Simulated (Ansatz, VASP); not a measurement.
**One calculation of BaTiO3, two programs**

```
CELL_PARAMETERS angstrom
3.98410 -0.01992 -0.01992
-0.02841 2.82282 2.83161
-0.00004 -2.85128 2.85999
ATOMIC_POSITIONS crystal
Ba 0.00000 0.00000 0.00000
Ti 0.50000 0.50790 0.50790
O 0.00000 0.49210 0.49210
O 0.50000 0.50251 0.99371
O 0.50000 0.99371 0.50251
```

Change from the starting cell: equal xy, yz and zx shear strains of -1 %.

Alike in both runs: task single point; functional PBEsol; k mesh 8 × 8 × 8; occupations fermi-dirac, width 0.05 eV; no spin polarisation.

|  | VASP | Ansatz |
| --- | --- | --- |
| version | VASP 6.6.1 | Ansatz 0.2.0 |
| potentials or method | VASP PAW PBE potentials, release 64 (Ba_sv, Ti_sv, O), cutoff 520 eV | all-electron LAPW, scalar-relativistic |

```csv
,VASP,Ansatz,Ansatz less VASP
pressure (GPa),-2.5,-4.3,-1.80
"traceless stress, the component that is largest in VASP (GPa)",1.24,1.20,-0.039
rms of the force components (eV/Å),0.096,0.101,+0.0053
```

VASP's potentials were made for PBE, not for PBEsol. Atom by atom the forces differ by 0.009 eV/Å (rms over components). Ansatz ran all-electron here, and VASP with PAW potentials.

Spin-orbit coupling is off throughout.
